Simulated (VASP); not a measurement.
The system is CdSe (Cadmoselite).

```
Cd Se
1.0
     4.30000    0.00000    0.00000
    -2.15000    3.72391    0.00000
     0.00000    0.00000    7.02000
Cd Se
2 2
Direct
  0.33333 0.66667 0.00000
  0.66667 0.33333 0.50000
  0.33333 0.66667 0.38500
  0.66667 0.33333 0.88500
```

Program: VASP 6.6.1. Alike in all runs: task single point; no spin polarisation; cell as given; k mesh 6 × 6 × 4; cutoff (eV) 520; smearing gaussian 0.01 eV.

Q: Order these runs on this cell by their band gap on the k mesh, lowest first.
A. level LDA; potentials or basis VASP PAW LDA potentials, release 64 (Cd, Se)
B. level BLYP; potentials or basis VASP PAW PBE potentials, release 64 (Cd, Se)
C. level revPBE; potentials or basis VASP PAW PBE potentials, release 64 (Cd, Se)

A: A (0.46 eV), B (0.66 eV), C (0.83 eV).
